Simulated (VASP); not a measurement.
# MoS2 (P6_3/mmc) in VASP: a series of runs, part 2 of 2

VASP 6.6.1. Earlier steps stand in the parts before.

## Step 3: Single point, PBE

This run uses another cell than the first one, of 18.07 Å³/atom.

Input file INCAR:

```
SYSTEM = MoS2
PREC = Accurate
ENCUT = 520
EDIFF = 1E-7
ISMEAR = -1
SIGMA = 0.02
LREAL = .FALSE.
LASPH = .TRUE.
NELM = 60
ALGO = Normal
ISIF = 2
LWAVE = .FALSE.
LCHARG = .FALSE.
GGA = PE
NBANDS = 35
```

Input file KPOINTS:

```
regular mesh
0
G
  12 12 2
  0 0 0
```

Input file POSCAR:

```
MoS2
1.0
    3.1730198511      0.0000000029      0.0000000000
   -1.5865099280      2.7479157963      0.0000000000
    0.0000000000      0.0000000000     12.4358854573
Mo S
2 4
Direct
    0.6666666667      0.3333333333      0.2500000000
    0.3333333333      0.6666666667      0.7500000000
    0.6666666667      0.3333333333      0.6249003799
    0.3333333333      0.6666666667      0.3750996201
    0.6666666667      0.3333333333      0.8750996201
    0.3333333333      0.6666666667      0.1249003799
```

Potentials or basis: VASP PAW PBE potentials, release 64 (Mo_sv, S).

Run with:

```sh
cat potpaw_PBE.64/Mo_sv/POTCAR potpaw_PBE.64/S/POTCAR > POTCAR
mpirun -np 1 vasp_std > vasp.out
```

OUTCAR:

```text
SYSTEM = MoS2
   PREC = Accurate
   ENCUT = 520
   EDIFF = 1E-7
   ISMEAR = -1
   LREAL = .FALSE.
   LASPH = .TRUE.
   NELM = 60
   ISIF = 2
   GGA = PE

 ion  position               nearest neighbor table
   1  0.667  0.333  0.250-   4 2.40   6 2.40   4 2.40   6 2.40   4 2.40   6 2.40
   2  0.333  0.667  0.750-   3 2.40   5 2.40   3 2.40   5 2.40   3 2.40   5 2.40
   3  0.667  0.333  0.625-   2 2.40   2 2.40   2 2.40
   4  0.333  0.667  0.375-   1 2.40   1 2.40   1 2.40
   5  0.667  0.333  0.875-   2 2.40   2 2.40   2 2.40
   6  0.333  0.667  0.125-   1 2.40   1 2.40   1 2.40

  LATTYP: Found a hexagonal cell.
 ALAT       =     3.1730198511
 C/A-ratio  =     3.9192586372

  Lattice vectors:

 A1 = (   3.1730198511,   0.0000000029,   0.0000000000)
 A2 = (  -1.5865099280,   2.7479157963,   0.0000000000)
 A3 = (   0.0000000000,   0.0000000000,  12.4358854573)

Analysis of symmetry for initial positions (statically):
=====================================================================
 Subroutine PRICEL returns:
 Original cell was already a primitive cell.

 Routine SETGRP: Setting up the symmetry group for a
 hexagonal supercell.

 Subroutine GETGRP returns: Found 24 space group operations
 (whereof 12 operations were pure point group operations)
 out of a pool of 24 trial point group operations.

The static configuration has the point symmetry D_3d.
 The point group associated with its full space group is D_6h.

Analysis of symmetry for dynamics (positions and initial velocities):
=====================================================================
 Subroutine PRICEL returns:
 Original cell was already a primitive cell.

 Routine SETGRP: Setting up the symmetry group for a
 hexagonal supercell.

 Subroutine GETGRP returns: Found 24 space group operations
[... 129 lines left out ...]
   IALGO  =     38    algorithm
   IMIX   =      4    mixing-type and parameters
     AMIX     =   0.40;   BMIX     =  1.00
     AMIX_MAG =   1.60;   BMIX_MAG =  1.00
  volume/ion in A,a.u.               =      18.07       121.95
  Fermi-wavevector in a.u.,A,eV,Ry     =   1.281420  2.421533 22.341287  1.642038
  Thomas-Fermi vector in A             =   2.413791
   LORBIT       =      0    0 simple, 1 ext, 2 COOP (PROOUT), +10 PAW based schemes
   GGA     = PE    functional components
   LHFCALC =     F    Hartree Fock is set to
   AEXX    =    0.0000 exact exchange contribution
   IVDW    =     0    specifies the selected vdW correction
   LEPSILON=     F    determine dielectric tensor
   LRPA    =     F    only Hartree local field effects (RPA)
 non-spin polarized calculation
  energy-cutoff  :      520.00
  volume of cell :      108.43
 maximum number of plane-waves:      2944
 NGX is ok and might be reduce to    24
   NGX = 11   NGY = 11   NGZ = 47

 number of electron      51.9999999 magnetization

 Free energy of the ion-electron system (eV)
  ---------------------------------------------------
  ext. energy  EPLUGINS =         0.00000000
  ---------------------------------------------------
  free energy    TOTEN  =       -43.63261506 eV

  energy without entropy =      -43.63261506  energy(sigma->0) =      -43.63261506

 E-fermi :   7.7156     XC(G=0): -10.7283

 val. band max:        7.3323705467   @ k =   0.0000   0.0000   0.0000
 cond. band min:       8.2841218407   @ k =   0.1667   0.1667   0.0000
 fundamental gap:      0.9517512941
 Fermi energy:         7.7156422832

 k-point     1 :       0.0000    0.0000    0.0000
  band No.  band energies     occupation
      1     -54.1698      2.00000
      2     -54.1698      2.00000
      3     -28.3187      2.00000
      4     -28.3186      2.00000
      5     -28.1057      2.00000
      6     -28.1057      2.00000
[... 901 lines left out ...]
     34      10.8074      0.00000
     35      14.1119      0.00000

 [... further k-points ...]

------------------------ aborting loop because EDIFF is reached ----------------------------------------

  FORCE on cell =-STRESS in cart. coord.  units (eV):
  Direction    XX          YY          ZZ          XY          YZ          ZX
  --------------------------------------------------------------------------------------
  -------------------------------------------------------------------------------------
  Total        1.2273695      1.2273695      2.1354219      0.0000000      0.0000000      0.0000000
  in kB       18.1356445     18.1356445     31.5530504      0.0000000      0.0000000      0.0000000
  external PRESSURE =      22.6081131 kB  Pullay stress =       0.0000000 kB

 VOLUME and BASIS-vectors are now :
 -----------------------------------------------------------------------------
  energy-cutoff  :      520.00
  volume of cell :      108.43
      direct lattice vectors                 reciprocal lattice vectors
     3.173019851  0.000000003  0.000000000     0.315157184  0.181956085  0.000000000
    -1.586509928  2.747915796  0.000000000    -0.000000000  0.363912170  0.000000000
     0.000000000  0.000000000 12.435885457     0.000000000  0.000000000  0.080412449

 POSITION                                       TOTAL-FORCE (eV/Angst)
 -----------------------------------------------------------------------------------
      1.58651      0.91597      3.10897         0.000000      0.000000      0.000000
     -0.00000      1.83194      9.32691         0.000000     -0.000000      0.000000
      1.58651      0.91597      7.77119        -0.000000     -0.000000     -0.097807
     -0.00000      1.83194      4.66470        -0.000000     -0.000000      0.097807
      1.58651      0.91597     10.88264        -0.000000     -0.000000      0.097807
     -0.00000      1.83194      1.55325         0.000000      0.000000     -0.097807
 -----------------------------------------------------------------------------------
    total drift:                               -0.000000      0.000000     -0.000000

  FREE ENERGIE OF THE ION-ELECTRON SYSTEM (eV)
  ---------------------------------------------------
  free  energy   TOTEN  =       -43.6326150596 eV

  energy  without entropy=      -43.6326150596  energy(sigma->0) =      -43.63261506
```

Wall time 58 s (1 thread of Intel Xeon 6975P-C (Granite Rapids), shared host); peak memory 0.28 GiB.

What came out:

| Property | Result |
| --- | --- |
| Free energy | -43.6326 eV |
| Pressure | 2.3 GPa |
| Largest force | 0.098 eV/Å |
| Band gap on the k mesh | 0.95 eV (least direct gap 1.64 eV) |

Forces on the atoms (eV/Å):
```
Mo   0.000  0.000  0.000
Mo   0.000  0.000  0.000
S    0.000  0.000 -0.098
S    0.000  0.000  0.098
S    0.000  0.000  0.098
S    0.000  0.000 -0.098
```

Caveat: this functional lacks dispersion, which binds the layers, so the pressure and a relaxed spacing across them are unreliable. A k mesh can miss the band edges.
